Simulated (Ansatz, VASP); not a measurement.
**Two plane-wave programs on BN**

```
CELL_PARAMETERS angstrom
2.56597 0.00000 0.00000
-1.28298 2.22219 0.00000
0.00000 0.00000 4.30352
ATOMIC_POSITIONS crystal
B 0.33333 0.66667 0.99947
B 0.66667 0.33333 0.49947
N 0.33333 0.66667 0.37453
N 0.66667 0.33333 0.87453
```

Change from the starting cell: strained cell.

Alike in both runs: functional PBEsol; k mesh 9 × 9 × 6; occupations gaussian, width 0.02 eV; no spin polarisation.

Ansatz relaxed the structure, and its values are those at the end. VASP's run is a single point on that final structure, the one shown.

```csv
,VASP,Ansatz
version,VASP 6.6.1,Ansatz 0.2.0
potentials or method,"VASP PAW PBE potentials, release 64 (B, N), cutoff 520 eV","scalar-relativistic, plane waves, PAW"
valence electrons in the cell,16,16
```

|  | VASP | Ansatz | Ansatz less VASP |
| --- | --- | --- | --- |
| gap on the k mesh at the Fermi level (eV) | 5.00 | 5.02 | +0.011 |
| least direct gap on the mesh (eV) | 7.85 | 7.85 | -0.003 |
| pressure (GPa) | -14.8 | -15.4 | -0.58 |
| rms of the force components (eV/Å) | 0.005 | 0.000 | -0.0053 |

VASP's potentials were made for PBE, not for PBEsol, and Ansatz warns of the same on its side. With one functional, cell and mesh, what is left measures potentials, basis and numerics. Ansatz's warnings: stress scf threshold loose.
